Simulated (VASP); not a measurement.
A run of VASP 6.6.1 is set up as follows.

Contents of INCAR:

```
SYSTEM = CdS
ALGO = Normal ; EDIFF = 1E-6
ENCUT = 500 ; GGA = PE
GGA_COMPAT = .FALSE. ; ISIF = 2
ISMEAR = 0 ; LASPH = .TRUE.
LCHARG = .FALSE. ; LREAL = .FALSE.
LWAVE = .FALSE. ; NBANDS = 26
NELM = 120 ; PREC = Accurate
SIGMA = 0.1
```

File KPOINTS:

```
k-points
0
G
  4 4 4
  0 0 0
```

The input POSCAR:

```
CdS
1.0
    4.1909899000      0.0000000000      0.0000000000
    0.0000000000      5.9269547575      0.0000000000
    0.0000000000      0.0000000000      4.1909898987
Cd S
2 2
Direct
    0.0000000000      0.0000000000      0.0000000000
    0.5000000000      0.5000000000      0.5000117000
    0.5000000000      0.2500000000      0.0000000000
    0.0000000000      0.7500000000      0.5000117000
```

Potentials or basis: VASP PAW PBE potentials, release 64 (Cd, S).

Launch:

```sh
$ cat potpaw_PBE.64/Cd/POTCAR potpaw_PBE.64/S/POTCAR > POTCAR
$ mpirun -np 1 vasp_std > vasp.out
```

What does it give for the band gap on the k mesh?

1.04 eV.

What does it give for the pressure?

0.3 GPa.
